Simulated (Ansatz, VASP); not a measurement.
**Two plane-wave programs on Cd3SeS2**

```
Cd Se S
1.0
     4.42732    0.00000    0.00000
     0.00000    4.42732    0.00000
     0.00000    0.00000    8.79674
Cd Se S
3 1 2
Direct
  0.00000 0.00000 0.00000
  0.00000 0.00000 0.38878
  0.00000 0.00000 0.61122
  0.50000 0.50000 0.00000
  0.50000 0.50000 0.82076
  0.50000 0.50000 0.17924
```

Alike in both runs: task relaxation of cell and atoms; functional PBE; k mesh 4 × 4 × 2; occupations gaussian, width 0.1 eV; no spin polarisation.

|  | VASP | Ansatz |
| --- | --- | --- |
| version | VASP 6.6.1 | Ansatz 0.2.0 |
| potentials or method | VASP PAW PBE potentials, release 64 (Cd, Se, S), cutoff 600 eV | scalar-relativistic, plane waves, PAW |
| valence electrons in the cell | 54 | 88 |

Ansatz gave:

* gap on the k mesh at the Fermi level, each at its own relaxed structure (eV): none
* relaxed volume (Å³/atom): 23.68
* relaxed cell length with the largest relative difference (Å): 9.412

What did VASP give for the same quantities?

gap on the k mesh at the Fermi level, each at its own relaxed structure (eV): none; relaxed volume (Å³/atom): 23.75; relaxed cell length with the largest relative difference (Å): 9.381.

A gap of «none» marks a metal or a gap that the smearing closes. VASP's potentials hold 54 valence electrons a cell and Ansatz's 88, so a difference there can come from the potentials and not from the codes.

Noted on VASP's run: the volume moved by over 15 % at a fixed basis, so the end points are rough.
